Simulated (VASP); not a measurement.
# As (Cmce) in VASP: notebook

As is run at these levels: r2SCAN+D3(BJ); tasks: single point.

Everything below comes from runs of VASP 6.6.1. Logs are shortened: lines on timing, memory, paths and dates and some standing lists are left out, and cuts for length are marked.

### 1 The cell of the first run

The structure is orthorhombic, space group Cmce (No. 64). Conventional cell: a = 3.647 Å, b = 11.088 Å, c = 4.625 Å, α = 90.00°, β = 90.00°, γ = 90.00°. Within 3.3 Å of As (site symmetry m) lie 3 As at 2.47 Å.

### 2 Single point, r2SCAN+D3(BJ)

POSCAR reads:

```
As
1.0
    1.8236375683     -5.5440831343      0.0000000000
    1.8236375683      5.5440831343      0.0000000000
    0.0000000000      0.0000000000      4.6250238469
As
4
Direct
    0.1074774345      0.8925225655      0.0699981765
    0.6074774345      0.3925225655      0.4300018235
    0.8925225655      0.1074774345      0.9300018235
    0.3925225655      0.6074774345      0.5699981765
```

INCAR.step1 reads:

```
ALGO = Normal ; EDIFF = 1E-4
ENCUT = 520 ; GGA = PE
ISMEAR = 0 ; LASPH = T
LCHARG = F ; LREAL = F
LWAVE = T ; NBANDS = 18
NELM = 100 ; PREC = Accurate
SIGMA = 0.1
```

INCAR.step2 reads:

```
ALGO = Normal ; EDIFF = 1E-6
ENCUT = 520 ; ISIF = 2
ISMEAR = 0 ; ISTART = 1
IVDW = 12 ; LASPH = T
LCHARG = F ; LMIXTAU = T
LREAL = F ; LWAVE = F
METAGGA = R2SCAN ; NBANDS = 18
NELM = 100 ; PREC = Accurate
SIGMA = 0.1 ; VDW_A1 = 0.49484001
VDW_A2 = 5.73083694 ; VDW_S6 = 1.0
VDW_S8 = 0.78981345
```

KPOINTS reads:

```
k-points
0
Gamma
  12 12 10
```

Potentials or basis: VASP PAW PBE potentials, release 64 (As).

The run is started by

```console
$ cat potpaw_PBE.64/As/POTCAR > POTCAR
$ cp INCAR.step1 INCAR
$ mpirun -np 1 vasp_std > vasp.out
$ cp INCAR.step2 INCAR
$ mpirun -np 1 vasp_std > vasp.out
```

OUTCAR:

```text
EDIFF = 1E-6
   ENCUT = 520
   ISIF = 2
   ISMEAR = 0
   ISTART = 1
   IVDW = 12
   LASPH = T
   LREAL = F
   METAGGA = R2SCAN
   NELM = 100
   PREC = Accurate
 IVDW          = 12

 ion  position               nearest neighbor table
   1  0.107  0.893  0.070-   2 2.47   2 2.47   3 2.47
   2  0.607  0.393  0.430-   1 2.47   1 2.47   4 2.47
   3  0.893  0.107  0.930-   4 2.47   4 2.47   1 2.47
   4  0.393  0.607  0.570-   3 2.47   3 2.47   2 2.47

  LATTYP: Found a base centered orthorhombic cell.
 ALAT       =     3.6472751366
 B/A-ratio  =     3.0401233396
 C/A-ratio  =     1.2680764882

  Lattice vectors:

 A1 = (   1.8236375683,  -5.5440831343,   0.0000000000)
 A2 = (   1.8236375683,   5.5440831343,   0.0000000000)
 A3 = (   0.0000000000,   0.0000000000,   4.6250238469)

Analysis of symmetry for initial positions (statically):
=====================================================================
 Subroutine PRICEL returns:
 Original cell was already a primitive cell.

 Routine SETGRP: Setting up the symmetry group for a
 base centered orthorhombic supercell.

 Subroutine GETGRP returns: Found  8 space group operations
 (whereof  4 operations were pure point group operations)
 out of a pool of  8 trial point group operations.

The static configuration has the point symmetry C_2h.
 The point group associated with its full space group is D_2h.

Analysis of symmetry for dynamics (positions and initial velocities):
=====================================================================
 Subroutine PRICEL returns:
 Original cell was already a primitive cell.

 Routine SETGRP: Setting up the symmetry group for a
 base centered orthorhombic supercell.

 Subroutine GETGRP returns: Found  8 space group operations
 (whereof  4 operations were pure point group operations)
 out of a pool of  8 trial point group operations.

The dynamic configuration has the point symmetry C_2h.
 The point group associated with its full space group is D_2h.

 Subroutine INISYM returns: Found  8 space group operations
 (whereof  4 operations are pure point group operations),
 and found     1 'primitive' translations

----------------------------------------------------------------------------------------

                                     Primitive cell

  volume of cell :      93.5217

  direct lattice vectors                    reciprocal lattice vectors
     1.823637568 -5.544083134  0.000000000     0.274177286 -0.090186238  0.000000000
     1.823637568  5.544083134  0.000000000     0.274177286  0.090186238  0.000000000
     0.000000000  0.000000000  4.625023847     0.000000000  0.000000000  0.216215101

  length of vectors
     5.836309774  5.836309774  4.625023847     0.288629073  0.288629073  0.216215101

  position of ions in fractional coordinates (direct lattice)
     0.107477434  0.892522566  0.069998177
     0.607477434  0.392522566  0.430001823
     0.892522566  0.107477434  0.930001823
     0.392522566  0.607477434  0.569998177

  ion indices of the primitive-cell ions
   primitive index   ion index
                 1           1
                 2           2
                 3           3
                 4           4

----------------------------------------------------------------------------------------

 KPOINTS: k-points

Automatic generation of k-mesh.
 Grid dimensions read from file:
 generate k-points for:   12   12   10

 Generating k-lattice:

  Cartesian coordinates                     Fractional coordinates (reciprocal lattice)
     0.022848107 -0.007515520  0.000000000     0.083333333 -0.000000000  0.000000000
     0.022848107  0.007515520  0.000000000    -0.000000000  0.083333333  0.000000000
     0.000000000  0.000000000  0.021621510     0.000000000  0.000000000  0.100000000

  Length of vectors
     0.024052423  0.024052423  0.021621510

  Shift w.r.t. Gamma in fractional coordinates (k-lattice)
     0.000000000  0.000000000  0.000000000

 Subroutine IBZKPT returns following result:
 ===========================================

 Found    258 irreducible k-points:

 Following reciprocal coordinates:
            Coordinates               Weight
  0.000000  0.000000  0.000000      1.000000
  0.083333  0.000000  0.000000      4.000000
  0.166667 -0.000000  0.000000      4.000000
  0.250000 -0.000000  0.000000      4.000000
  0.333333 -0.000000  0.000000      4.000000
  0.416667  0.000000  0.000000      4.000000
[... 16 lines left out ...]
  0.500000  0.166667  0.000000      4.000000
 -0.416667  0.166667  0.000000      4.000000
 [... further k-points ...]
   k-points           NKPTS =    258   k-points in BZ     NKDIM =    258   number of bands    NBANDS=     18
   number of dos      NEDOS =    301   number of ions     NIONS =      4
   total plane-waves  NPLWV =  82944
   dimension x,y,z NGX =    48 NGY =   48 NGZ =   36
   dimension x,y,z NGXF=    96 NGYF=   96 NGZF=   72
   ions per type =               4
   NGX,Y,Z   is equivalent  to a cutoff of  13.67, 13.67, 12.94 a.u.
   NGXF,Y,Z  is equivalent  to a cutoff of  27.35, 27.35, 25.88 a.u.
 SYSTEM =  unknown system
   PREC   = accura    normal or accurate (medium, high low for compatibility)
   ISTART =      1    job   : 0-new  1-cont  2-samecut
   ICHARG =      0    charge: 1-file 2-atom 10-const
   ISPIN  =      1    spin polarized calculation?
   LNONCOLLINEAR =      F non collinear calculations
   LSORBIT =      F    spin-orbit coupling
   LASPH  =      T    aspherical Exc in radial PAW
   ENCUT  =  520.0 eV  38.22 Ry    6.18 a.u.  10.85 10.85  8.60*2*pi/ulx,y,z
   NELM   =    100;   NELMIN=  2; NELMDL=  0     # of ELM steps
   EDIFF  = 0.1E-05   stopping-criterion for ELM
   LREAL  =      F    real-space projection
   EDIFFG = 0.1E-04   stopping-criterion for IOM
   NSW    =      0    number of steps for IOM
   IBRION =     -1    ionic relax: 0-MD 1-quasi-New 2-CG
   NFREE  =      0    steps in history (QN), initial steepest desc. (CG)
   ISIF   =      2    stress and relaxation
   ISYM   =      2    0-nonsym 1-usesym 2-fastsym
   POTIM  = 0.5000    time-step for ionic-motion
   TEBEG  =    0.0;   TEEND  =   0.0 temperature during run
   PSTRESS=    0.0 pullay stress
   NELECT =      20.0000    total number of electrons
   NUPDOWN=      -1.0000    fix difference up-down
   EMIN   =  10.00;   EMAX   =-10.00  energy-range for DOS
   EFERMI =   0.00;   METHOD = LEGACY
   ISMEAR =     0;   SIGMA  =   0.10  broadening in eV -4-tet -1-fermi 0-gaus
   EFERMI_NEDOS =   21; number of points for ismear=-14 and -15
   IALGO  =     38    algorithm
   IMIX   =      4    mixing-type and parameters
     AMIX     =   0.40;   BMIX     =  1.00
     AMIX_MAG =   1.60;   BMIX_MAG =  1.00
  volume/ion in A,a.u.               =      23.38       157.78
  Fermi-wavevector in a.u.,A,eV,Ry     =   0.978996  1.850033 13.040265  0.958432
  Thomas-Fermi vector in A             =   2.109814
   LORBIT       =      0    0 simple, 1 ext, 2 COOP (PROOUT), +10 PAW based schemes
   METAGGA = R2SCAN    functional components
   LHFCALC =     F    Hartree Fock is set to
   AEXX    =    0.0000 exact exchange contribution
   IVDW    =    12    specifies the selected vdW correction
   LEPSILON=     F    determine dielectric tensor
   LRPA    =     F    only Hartree local field effects (RPA)
 non-spin polarized calculation
 Gauss-broadening in eV      SIGMA  =   0.10
  energy-cutoff  :      520.00
  volume of cell :       93.52
 maximum number of plane-waves:      2545
 NGX is ok and might be reduce to    48
   NGX = 21   NGY = 21   NGZ = 17

 number of electron      20.0000000 magnetization

 Free energy of the ion-electron system (eV)
  ---------------------------------------------------
  ext. energy  EPLUGINS =         0.00000000
  ---------------------------------------------------
  free energy    TOTEN  =       -58.80924799 eV

  energy without entropy =      -58.80910720  energy(sigma->0) =      -58.80917759

 E-fermi :   4.4224     XC(G=0):  -9.9029

 val. band max:        4.3895995331   @ k =   0.5000   0.5000   0.0000
 cond. band min:       4.4254786726   @ k =   0.5000   0.5000   0.0000
 fundamental gap:      0.0358791395
 Fermi energy:         4.4223876389

 k-point     1 :       0.0000    0.0000    0.0000
  band No.  band energies     occupation
      1     -11.1249      2.00000
      2      -8.3962      2.00000
      3      -5.6785      2.00000
      4      -1.9609      2.00000
      5      -1.8335      2.00000
      6       0.0608      2.00000
[... 10 lines left out ...]
     17      12.2596      0.00000
     18      12.3195      0.00000

 k-point     2 :       0.0833    0.0000    0.0000
  band No.  band energies     occupation
      1     -11.0489      2.00000
      2      -8.3310      2.00000
      3      -5.7488      2.00000
      4      -2.1531      2.00000
      5      -1.7529      2.00000
      6       0.1287      2.00000
[... 10 lines left out ...]
     17      11.4634      0.00000
     18      12.2227      0.00000

 k-point     3 :       0.1667   -0.0000    0.0000
  band No.  band energies     occupation
      1     -10.8224      2.00000
      2      -8.1354      2.00000
      3      -5.9833      2.00000
      4      -2.7033      2.00000
      5      -1.5152      2.00000
      6       0.1522      2.00000
[... 10 lines left out ...]
     17      10.4841      0.00000
     18      12.0787      0.00000

 k-point     4 :       0.2500   -0.0000    0.0000
  band No.  band energies     occupation
      1     -10.4498      2.00000
      2      -7.8098      2.00000
      3      -6.4224      2.00000
      4      -3.5015      2.00000
      5      -1.1345      2.00000
      6      -0.2299      2.00000
[... 375 lines left out ...]
      4      -5.0372      2.00000
      5      -0.2280      2.00000
      6       0.2149      2.00000
[... 10 lines left out ...]
     17      12.1584      0.00000
     18      12.3869      0.00000

 k-point    23 :       0.5000    0.1667    0.0000
  band No.  band energies     occupation
      1      -9.8117      2.00000
      2      -7.6543      2.00000
      3      -7.1142      2.00000
      4      -4.2119      2.00000
      5      -0.3438      2.00000
      6      -0.1673      2.00000
[... 10 lines left out ...]
     17      12.0540      0.00000
     18      12.1166      0.00000

 k-point    24 :      -0.4167    0.1667    0.0000
  band No.  band energies     occupation
      1     -10.3265      2.00000
      2      -8.1022      2.00000
      3      -6.4375      2.00000
      4      -3.4299      2.00000
      5      -0.6760      2.00000
      6      -0.2621      2.00000
[... 10 lines left out ...]
     17      10.7333      0.00000
     18      11.4997      0.00000

 [... further k-points ...]

------------------------ aborting loop because EDIFF is reached ----------------------------------------

 Edisp (eV)   -0.71893

 E8    (eV) :    -0.2337

  FORCE on cell =-STRESS in cart. coord.  units (eV):
  Direction    XX          YY          ZZ          XY          YZ          ZX
  --------------------------------------------------------------------------------------
  -------------------------------------------------------------------------------------
  Total       0.04783     0.10494     0.07775     0.00000     0.00000     0.00000
  in kB       0.81939     1.79775     1.33203     0.00000     0.00000     0.00000
  external pressure =        1.32 kB  Pullay stress =        0.00 kB

 VOLUME and BASIS-vectors are now :
 -----------------------------------------------------------------------------
  energy-cutoff  :      520.00
  volume of cell :       93.52
      direct lattice vectors                 reciprocal lattice vectors
     1.823637568 -5.544083134  0.000000000     0.274177286 -0.090186238  0.000000000
     1.823637568  5.544083134  0.000000000     0.274177286  0.090186238  0.000000000
     0.000000000  0.000000000  4.625023847     0.000000000  0.000000000  0.216215101

 POSITION                                       TOTAL-FORCE (eV/Angst)
 -----------------------------------------------------------------------------------
      1.82364      4.35236      0.32374         0.000000     -0.026195     -0.029586
      1.82364     -1.19173      1.98877         0.000000     -0.026195      0.029586
      1.82364     -4.35236      4.30128         0.000000      0.026195      0.029586
      1.82364      1.19173      2.63626         0.000000      0.026195     -0.029586
 -----------------------------------------------------------------------------------
    total drift:                               -0.000000     -0.000000      0.000000

  FREE ENERGIE OF THE ION-ELECTRON SYSTEM (eV)
  ---------------------------------------------------
  free  energy   TOTEN  =       -59.5281797205 eV

  energy  without entropy=      -59.5280389358  energy(sigma->0) =      -59.52810933
```

Run time: 12 min. Hardware: 1 thread of Intel Xeon 6975P-C (Granite Rapids), shared host; peak memory 0.54 GiB.

What came out:

| Quantity | Value |
| --- | --- |
| Free energy | -59.5282 eV |
| Pressure | 0.1 GPa |
| Largest force | 0.040 eV/Å |
| Dispersion energy per atom | -0.180 eV |

Forces in eV/Å, atoms in the order of the input:
```
As   0.000 -0.026 -0.030
As   0.000 -0.026  0.030
As   0.000  0.026  0.030
As   0.000  0.026 -0.030
```

Levels at points of the mesh, in eV from the Fermi level:
```
           k point  band 8  band 9  band 10  band 11  band 12  band 13
(0.00, 0.00, 0.00)   -2.40   -2.14    -1.28     1.59     1.91     2.29
(0.50, 0.00, 0.00)   -2.95   -2.59    -2.59     1.05     1.05     1.35
(0.50, 0.50, 0.00)   -1.67   -1.59    -0.03     0.00     1.83     2.21
(0.00, 0.00, 0.50)   -2.50   -0.97    -0.97     1.04     1.04     2.42
(0.50, 0.00, 0.50)   -4.91   -1.96    -1.96     2.11     2.11     4.31
(0.50, 0.50, 0.50)   -2.25   -1.44    -1.44     1.50     1.50     2.05
```

Caveat: the PAW data sets were made with another functional, which shifts forces and pressure a little.

### 3 Single point, r2SCAN+D3(BJ)

This run uses another cell than the first one, of 22.43 Å³/atom.

POSCAR reads:

```
As
1.0
    1.8250000000     -5.5000000000      0.0000000000
    1.8250000000      5.5000000000      0.0000000000
    0.0000000000      0.0000000000      4.4700000000
As
4
Direct
    0.1100000000      0.8900000000      0.0600000000
    0.6100000000      0.3900000000      0.4400000000
    0.8900000000      0.1100000000      0.9400000000
    0.3900000000      0.6100000000      0.5600000000
```

INCAR.step1: that of step 2 with these lines changed.

```diff
@@ -5,3 +5,3 @@
 LWAVE = T ; NBANDS = 18
-NELM = 100 ; PREC = Accurate
+NELM = 60 ; PREC = Accurate
 SIGMA = 0.1
```

INCAR.step2 reads:

```
ALGO = Normal ; EDIFF = 1E-7
ENCUT = 520 ; ISIF = 2
ISMEAR = 0 ; ISTART = 1
IVDW = 12 ; LASPH = T
LCHARG = F ; LMIXTAU = T
LREAL = F ; LWAVE = F
METAGGA = R2SCAN ; NBANDS = 18
NELM = 60 ; PREC = Accurate
SIGMA = 0.1 ; VDW_A1 = 0.49484001
VDW_A2 = 5.73083694 ; VDW_S6 = 1.0
VDW_S8 = 0.78981345
```

KPOINTS reads:

```
k-points
0
Gamma
  6 6 4
```

Potentials or basis: VASP PAW PBE potentials, release 64 (As).

The run is started by

```console
$ cat potpaw_PBE.64/As/POTCAR > POTCAR
$ cp INCAR.step1 INCAR
$ mpirun -np 1 vasp_std > vasp.out
$ cp INCAR.step2 INCAR
$ mpirun -np 1 vasp_std > vasp.out
```

Run time: 2.5 min. Hardware: 1 thread of Intel Xeon 6975P-C (Granite Rapids), shared host; peak memory 0.32 GiB.

Results (log left out):

| Quantity | Value |
| --- | --- |
| Free energy | -59.5129 eV |
| Pressure | 0.1 GPa |
| Largest force | 0.338 eV/Å |
| Dispersion energy per atom | -0.187 eV |

Forces in eV/Å, atoms in the order of the input:
```
As   0.000  0.131  0.312
As   0.000  0.131 -0.312
As   0.000 -0.131 -0.312
As   0.000 -0.131  0.312
```

Stress tensor (GPa, compression positive):
```
 1.29  0.00  0.00
 0.00 -0.24  0.00
 0.00  0.00 -0.86
```

Levels at points of the mesh, in eV from the Fermi level:
| k point | band 6 | band 7 | band 8 | band 9 | band 10 | band 11 | band 12 | band 13 | band 14 | band 15 |
| --- | --- | --- | --- | --- | --- | --- | --- | --- | --- | --- |
| (0.00, 0.00, 0.00) | -4.43 | -3.19 | -2.31 | -1.97 | -1.10 | 2.15 | 2.37 | 2.75 | 3.57 | 5.10 |
| (0.50, 0.00, 0.00) | -3.96 | -2.64 | -2.64 | -2.40 | -2.40 | 1.10 | 1.10 | 1.30 | 1.30 | 3.49 |
| (0.50, 0.50, 0.00) | -4.62 | -3.56 | -1.74 | -1.36 | -0.15 | 0.14 | 2.26 | 2.69 | 3.19 | 5.18 |
| (0.00, 0.00, 0.50) | -4.45 | -2.11 | -2.11 | -0.56 | -0.56 | 1.27 | 1.27 | 2.25 | 2.25 | 5.33 |
| (0.50, 0.00, 0.50) | -5.60 | -4.80 | -4.80 | -1.92 | -1.92 | 2.29 | 2.29 | 4.90 | 4.90 | 6.78 |
| (0.50, 0.50, 0.50) | -2.22 | -1.99 | -1.99 | -1.04 | -1.04 | 1.70 | 1.70 | 2.07 | 2.07 | 2.77 |

Caveat: the PAW data sets were made with another functional, which shifts forces and pressure a little.

### 4 Single point, r2SCAN+D3(BJ)

POSCAR reads:

```
As
1.0
    1.8236375683     -5.5440831343      0.0000000000
    1.8236375683      5.5440831343      0.0000000000
    0.0000000000      0.0000000000      4.6250238469
As
4
Direct
    0.1074774345      0.8925225655      0.0699981765
    0.6074774345      0.3925225655      0.4300018235
    0.8925225655      0.1074774345      0.9300018235
    0.3925225655      0.6074774345      0.5699981765
```

INCAR.step1 reads:

```
SYSTEM = As
PREC = Accurate ; ENCUT = 520
ISMEAR = 0 ; SIGMA = 0.01
LREAL = .False. ; LASPH = .True.
NELM = 80 ; NBANDS = 18
GGA = PE ; ALGO = Normal
EDIFF = 1E-4 ; LWAVE = .True.
LCHARG = .False.
```

INCAR.step2 reads:

```
SYSTEM = As
PREC = Accurate ; ENCUT = 520
EDIFF = 1E-6 ; ISMEAR = 0
SIGMA = 0.01 ; LREAL = .False.
LASPH = .True. ; NELM = 80
ALGO = Normal ; ISIF = 2
LWAVE = .False. ; LCHARG = .False.
METAGGA = R2SCAN ; LMIXTAU = .True.
IVDW = 12 ; VDW_S6 = 1.0
VDW_S8 = 0.78981345 ; VDW_A1 = 0.49484001
VDW_A2 = 5.73083694 ; NBANDS = 18
ISTART = 1
```

KPOINTS reads:

```
regular mesh
0
Gamma
  10 10 8
  0 0 0
```

The run is started by

```console
$ cat potpaw_PBE.64/As/POTCAR > POTCAR
$ cp INCAR.step1 INCAR
$ mpirun -np 1 vasp_std > vasp.out
$ cp INCAR.step2 INCAR
$ mpirun -np 1 vasp_std > vasp.out
```

It took 7.8 min on 1 thread of Intel Xeon 6975P-C (Granite Rapids), shared host; peak memory 0.43 GiB.

It converged, with:

| Item | Value |
| --- | --- |
| Free energy | -59.5277 eV |
| Pressure | 0.1 GPa |
| Largest force | 0.038 eV/Å |
| Dispersion energy per atom | -0.180 eV |

Forces on the atoms (eV/Å):
```
As   0.000 -0.024 -0.029
As   0.000 -0.024  0.029
As   0.000  0.024  0.029
As   0.000  0.024 -0.029
```

Levels at points of the mesh, in eV from the Fermi level:
| k point | band 6 | band 7 | band 8 | band 9 | band 10 | band 11 | band 12 | band 13 | band 14 | band 15 |
| --- | --- | --- | --- | --- | --- | --- | --- | --- | --- | --- |
| (0.00, 0.00, 0.00) | -4.35 | -3.42 | -2.38 | -2.13 | -1.27 | 1.60 | 1.92 | 2.31 | 3.19 | 4.91 |
| (0.50, 0.00, 0.00) | -4.38 | -2.94 | -2.94 | -2.58 | -2.58 | 1.06 | 1.06 | 1.36 | 1.36 | 3.41 |
| (0.50, 0.50, 0.00) | -4.82 | -3.70 | -1.66 | -1.57 | -0.02 | 0.02 | 1.84 | 2.22 | 2.87 | 5.05 |
| (0.00, 0.00, 0.50) | -4.44 | -2.48 | -2.48 | -0.96 | -0.96 | 1.06 | 1.06 | 2.44 | 2.44 | 4.98 |
| (0.50, 0.00, 0.50) | -5.47 | -4.89 | -4.89 | -1.95 | -1.95 | 2.12 | 2.12 | 4.32 | 4.32 | 6.22 |
| (0.50, 0.50, 0.50) | -2.57 | -2.24 | -2.24 | -1.43 | -1.43 | 1.52 | 1.52 | 2.06 | 2.06 | 2.89 |

Caveat: the PAW data sets were made with another functional, which shifts forces and pressure a little.

### 5 Summary

| cell | k mesh | smearing | pressure (GPa) | largest force (eV/Å) |
| --- | --- | --- | --- | --- |
| a = 5.836, b = 5.836, c = 4.625 Å, angles 90.0, 90.0, 143.6°, 4 atoms, atomic positions A | 12 × 12 × 10 | gaussian 0.1 eV | 0.1 | 0.04 |
| a = 5.795, b = 5.795, c = 4.470 Å, angles 90.0, 90.0, 143.3°, 4 atoms, atomic positions B | 6 × 6 × 4 | gaussian 0.1 eV | 0.1 | 0.34 |
| a = 5.836, b = 5.836, c = 4.625 Å, angles 90.0, 90.0, 143.6°, 4 atoms, atomic positions A | 10 × 10 × 8 | gaussian 0.01 eV | 0.1 | 0.04 |

Alike in all rows: task single point; level r2SCAN+D3(BJ); potentials or basis VASP PAW PBE potentials, release 64 (As); no spin polarisation; cutoff (eV) 520.

Caveats: the PAW data sets were made with another functional, which shifts forces and pressure a little.

Absolute energies hang on the potentials; compare differences alone.
